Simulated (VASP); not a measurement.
Here is a VASP 6.6.1 calculation.

INCAR

```
SYSTEM = Ti3N3Cl
ALGO     = Normal         ! electronic algorithm
DIPOL    = 0.5 0.5 0.362
EDIFF    = 1E-7           ! SCF threshold, eV
ENCUT    = 520            ! plane-wave cutoff, eV
GGA      = PE             ! functional
IDIPOL   = 3            
ISIF     = 2              ! what is computed and relaxed
ISMEAR   = 0              ! smearing method
LASPH    = .True.         ! aspherical terms in the spheres
LCHARG   = .False.        ! write CHGCAR
LDIPOL   = .True.       
LREAL    = .False.        ! projectors in reciprocal space
LWAVE    = .False.        ! write WAVECAR
NBANDS   = 38             ! bands
NELM     = 80             ! most SCF steps
PREC     = Accurate       ! precision mode
SIGMA    = 0.1            ! smearing width, eV
```

File KPOINTS:

```
k-points
0
Gamma
  9 9 1
  0 0 0
```

Contents of POSCAR:

```
Ti3N3Cl
1.0
    3.0028555067      0.0000000000      0.0000000000
   -1.5014277534      2.6005491527      0.0000000000
    0.0000000000      0.0000000000     21.5541471985
N Ti Cl
3 3 1
Direct
    0.3333333333      0.6666666667      0.1855791353
    0.0000000000      0.0000000000      0.2993308524
    0.6666666667      0.3333333333      0.4147299355
    0.6666666667      0.3333333333      0.2424549939
    0.3333333333      0.6666666667      0.3575097829
    0.0000000000      0.0000000000      0.4664599859
    0.0000000000      0.0000000000      0.5676261151
```

Potentials or basis: VASP PAW PBE potentials, release 64 (N, Ti_sv, Cl).

Run with:

```bash
$ cat potpaw_PBE.64/N/POTCAR potpaw_PBE.64/Ti_sv/POTCAR potpaw_PBE.64/Cl/POTCAR > POTCAR
$ mpirun -np 1 vasp_std > vasp.out
```

Q: What does it give for the largest force?

A: 5.482 eV/Å.

Q: What does it give for the band gap on the k mesh?

A: Zero (band 29 reaches 0.63 eV, above the bottom of band 30 at 0.29 eV).

Forces in eV/Å, atoms in the order of the input:
```
N    0.000  0.000  4.224
N    0.000  0.000  1.287
N    0.000  0.000 -0.007
Ti   0.000  0.000 -5.482
Ti   0.000  0.000 -0.178
Ti   0.000  0.000  0.153
Cl   0.000  0.000  0.003
```
